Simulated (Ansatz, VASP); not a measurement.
**One calculation of LaScF, two programs**

```xyz
6
Lattice="4.2452 0.0000 0.0000 0.0000 4.2452 0.0000 0.0000 0.0000 6.4351" Properties=species:S:1:pos:R:3 pbc="T T T"
La    0.0000    0.0000    0.0000
La    2.1226    2.1226    0.0000
Sc    2.1226    0.0000    1.8018
Sc    0.0000    2.1226    4.6333
F     2.1226    0.0000    4.6783
F     0.0000    2.1226    1.7568
```

Change from the starting cell: species swapped into the MnAlGe type (P4/nmm, No. 129).

Alike in both runs: task single point; functional PBE; k mesh 4 × 4 × 4; occupations gaussian, width 0.1 eV; no spin polarisation.

|  | VASP | Ansatz |
| --- | --- | --- |
| version | VASP 6.6.1 | Ansatz 0.2.0 |
| potentials or method | VASP PAW PBE potentials, release 64 (La, Sc_sv, F), cutoff 520 eV | scalar-relativistic, plane waves, PAW |
| valence electrons in the cell | 58 | 58 |

|  | VASP | Ansatz | Ansatz less VASP |
| --- | --- | --- | --- |
| gap on the k mesh at the Fermi level (eV) | none | none | - |
| pressure (GPa) | 13.5 | 13.4 | -0.11 |
| traceless stress, the component that is largest in VASP (GPa) | 2.57 | 2.52 | -0.046 |
| rms of the force components (eV/Å) | 1.525 | 1.504 | -0.0213 |

Atom by atom the forces differ by 0.022 eV/Å (rms over components). A gap of «none» marks a metal or a gap that the smearing closes.

The k mesh is coarse, so the values compare programs but aren't converged. Neither program's run includes spin-orbit coupling.
